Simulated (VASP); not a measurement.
Write the native input for VASP 6.6.1 that does the following.

| Quantity | Value |
| --- | --- |
| Task | single point |
| Functional | PBE |
| Potentials or basis | VASP PAW PBE potentials, release 64 (Cs_sv, Hf_pv) |
| Cutoff | 520 eV |
| k mesh | 14 × 14 × 14 |
| Occupations | gaussian, width 0.1 eV |
| Spin | no spin polarisation |
| Dipole correction | no |
| Further INCAR settings | ALGO = Fast; EDIFF = 1e-06; NBANDS = 16 |

The structure of CsHf lies in POSCAR:

```
CsHf
1.0
    4.1597060414      0.0000000000      0.0000000000
    0.0000000000      4.1597060414      0.0000000000
    0.0000000000      0.0000000000      4.1597060414
Cs Hf
1 1
Direct
    0.5000000000      0.5000000000      0.5000000000
    0.0000000000      0.0000000000      0.0000000000
```

The cell was built from a structure type or drawn by symmetry, and may not be a known phase.

These files were run (other wordings do the same):

INCAR

```
ALGO = Fast ; EDIFF = 1E-6
ENCUT = 520 ; GGA = PE
ISIF = 2 ; ISMEAR = 0
LASPH = T ; LCHARG = F
LREAL = F ; LWAVE = F
NBANDS = 16 ; NELM = 100
PREC = Accurate ; SIGMA = 0.1
```

KPOINTS

```
k-points
0
Gamma
  14 14 14
```

Potentials or basis: VASP PAW PBE potentials, release 64 (Cs_sv, Hf_pv).

Command:

```sh
$ cat potpaw_PBE.64/Cs_sv/POTCAR potpaw_PBE.64/Hf_pv/POTCAR > POTCAR
$ mpirun -np 1 vasp_std > vasp.out
```

Results of the run:

The pressure is 0.1 GPa. The band gap on the k mesh is zero (an odd number of electrons rules out a gap without spin polarisation).

Caveat: spin-orbit coupling is left out, which moves the levels of the heavy elements.

Run time: 40 s on 1 thread of Intel(R) Xeon(R) 6975P-C (Granite Rapids), with other jobs on the host, peak memory 0.28 GiB.
